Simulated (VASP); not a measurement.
Wanted: the native input for a VASP 6.6.1 run.

```yaml
Task: relaxation of cell and atoms
Functional: HSE06
Potentials_or_basis: VASP PAW PBE potentials, release 64 (Ca_sv, O)
Cutoff: 600 eV
k_mesh: 5 × 5 × 5
Occupations: fermi-dirac, width 0.05 eV
Spin: no spin polarisation
Dipole_correction: no
Grid_for_exact_exchange_PRECFOCK: Normal
Further_INCAR_settings: ALGO = Normal; EDIFF = 1e-06; IBRION = 2; EDIFFG = -0.01; NSW = 60; ISIF = 3
Share_of_exact_exchange: 0.25
Screening_parameter: 0.2079 1/Å
```

Crystal: CaO.

```
Ca O
1.0
     0.00000    2.40356    2.40356
     2.40356    0.00000    2.40356
     2.40356    2.40356    0.00000
Ca O
1 1
Direct
  0.00000 0.00000 0.00000
  0.50000 0.50000 0.50000
```

These files were run (other wordings do the same):

POSCAR

```
CaO
1.0
    0.0000000000      2.4035556960      2.4035556960
    2.4035556960      0.0000000000      2.4035556960
    2.4035556960      2.4035556960      0.0000000000
Ca O
1 1
Direct
    0.0000000000      0.0000000000      0.0000000000
    0.5000000000      0.5000000000      0.5000000000
```

INCAR.step1

```
SYSTEM = CaO
  ALGO = Normal
  EDIFF = 1E-5
  ENCUT = 600
  GGA = PE
  ISMEAR = -1
  LASPH = .True.
  LCHARG = .False.
  LREAL = .False.
  LWAVE = .True.
  NBANDS = 15
  NELM = 100
  PREC = Accurate
  SIGMA = 0.05
```

INCAR.step2

```
SYSTEM = CaO
  ALGO = Normal
  EDIFF = 1E-6
  EDIFFG = -0.01
  ENCUT = 600
  GGA = PE
  HFSCREEN = 0.2079
  IBRION = 2
  ISIF = 3
  ISMEAR = -1
  ISTART = 1
  LASPH = .True.
  LCHARG = .False.
  LHFCALC = .True.
  LREAL = .False.
  LWAVE = .False.
  NELM = 100
  NSW = 60
  PREC = Accurate
  PRECFOCK = Normal
  SIGMA = 0.05
```

KPOINTS

```
k-points
0
Gamma
  5 5 5
  0 0 0
```

Potentials or basis: VASP PAW PBE potentials, release 64 (Ca_sv, O).

The run is started by

```sh
$ cat potpaw_PBE.64/Ca_sv/POTCAR potpaw_PBE.64/O/POTCAR > POTCAR
$ cp INCAR.step1 INCAR
$ mpirun -np 1 vasp_std > vasp.out
$ cp INCAR.step2 INCAR
$ mpirun -np 1 vasp_std > vasp.out
```

Results of the run:

```json
{"Pressure after relaxing": "0.0 GPa", "Band gap on the k mesh": "5.50 eV (least direct gap 5.91 eV)"}
```

Caveat: the k points lie up to 0.45 Å⁻¹ apart in the final cell; the relaxation stopped at its first step, so nothing moved; the PAW data sets were made with another functional, which shifts forces and pressure a little; an odd mesh through Γ misses points on the zone boundary, where band edges can lie.

Run time: 8.3 min on 1 thread of Intel(R) Xeon(R) Platinum 8488C (Sapphire Rapids), with other jobs on the host, peak memory 0.27 GiB.
